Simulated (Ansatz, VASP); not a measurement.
## Pb in VASP and in Ansatz

Contents of INCAR:

```
  ALGO = Normal
  EDIFF = 1E-6
  EDIFFG = -0.01
  ENCUT = 600
  GGA = PS
  IBRION = 2
  ISIF = 3
  ISMEAR = -1
  LASPH = T
  LCHARG = F
  LREAL = F
  LWAVE = F
  NELM = 60
  NSW = 80
  PREC = Accurate
  SIGMA = 0.1
```

Contents of KPOINTS:

```
k-points
0
Gamma
  8 8 8
```

POSCAR

```
Pb
1.0
    0.0000000000      3.4467278281      3.4467278281
    3.4467278281      0.0000000000      3.4467278281
    3.4467278281      3.4467278281      0.0000000000
Pb
2
Direct
    0.1250000000      0.1250000000      0.1250000000
    0.8750000000      0.8750000000      0.8750000000
```

Input for Ansatz:

```yaml
crystal:
  lattice:
    - [0.0, 3.4467278281, 3.4467278281]
    - [3.4467278281, 0.0, 3.4467278281]
    - [3.4467278281, 3.4467278281, 0.0]
  atoms:
    - { symbol: Pb, position: [0.125, 0.125, 0.125] }
    - { symbol: Pb, position: [0.875, 0.875, 0.875] }
hamiltonian:
  xc: pbesol
  pseudopotentials:
    kind: paw
    azcp:
      Pb: "pseudopotentials/Pb.paw.azcp"
basis:
  ecutwfc: 420
  fft_grid_basis: typed
kpoints:
  mp_grid: { grid: [8, 8, 8], shift: [0, 0, 0] }
magnetization:
  spin_polarized: false
scf:
  occupations: { method: fermi_dirac, width: 0.1 }
relax:
  max_steps: 60
  f_tol: 0.01
  cell: {}
```

Alike in both runs: task relaxation of cell and atoms; functional PBEsol; k mesh 8 × 8 × 8; occupations fermi-dirac, width 0.1 eV; no spin polarisation.

|  | VASP | Ansatz |
| --- | --- | --- |
| version | VASP 6.6.1 | Ansatz 0.2.0 |
| potentials or method | VASP PAW PBE potentials, release 64 (Pb_d), cutoff 600 eV | plane waves (420 eV) with PAW, scalar-relativistic |
| valence electrons in the cell | 28 | 28 |

Ansatz gave:

```
relaxed volume (Å³/atom)                                     : 41.29
relaxed cell length with the largest relative difference (Å) : 4.888
```

Task: What did VASP give for the same quantities?

Result: Relaxed volume (Å³/atom): 41.21; relaxed cell length with the largest relative difference (Å): 4.885.

VASP's potentials were made for PBE, not for PBEsol, and Ansatz warns of the same on its side.

Spin-orbit coupling is off throughout.
